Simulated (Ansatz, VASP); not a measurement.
SiC3: VASP beside Ansatz

```
Si C
1.0
     3.49832    0.00000    0.00000
     0.00000    3.49832    0.00000
     0.00000    0.00000    2.58093
Si C
1 3
Cartesian
  0.0000 0.0000 0.0000
  0.0000 1.7492 1.2905
  1.7492 0.0000 1.2905
  1.7492 1.7492 0.0000
```

Change from the starting cell: species swapped into the Cu3Pd type (P4/mmm, No. 123).

Alike in both runs: functional PBE; k mesh 5 × 5 × 5; occupations gaussian, width 0.2 eV; no spin polarisation.

Ansatz relaxed the structure, and its values are those at the end. VASP's run is a single point on that final structure, the one shown.

|  | VASP | Ansatz |
| --- | --- | --- |
| version | VASP 6.6.1 | Ansatz 0.2.0 |
| potentials or method | VASP PAW PBE potentials, release 64 (Si, C), cutoff 600 eV | scalar-relativistic, plane waves, PAW |
| valence electrons in the cell | 16 | 16 |

|  | VASP | Ansatz | Ansatz less VASP |
| --- | --- | --- | --- |
| gap on the k mesh at the Fermi level (eV) | none | none | - |
| pressure (GPa) | 0.1 | 0.0 | -0.06 |

A gap of «none» marks a metal or a gap that the smearing closes. With one functional, cell and mesh, what is left measures potentials, basis and numerics.

The k mesh is coarse, so the values compare programs but aren't converged.
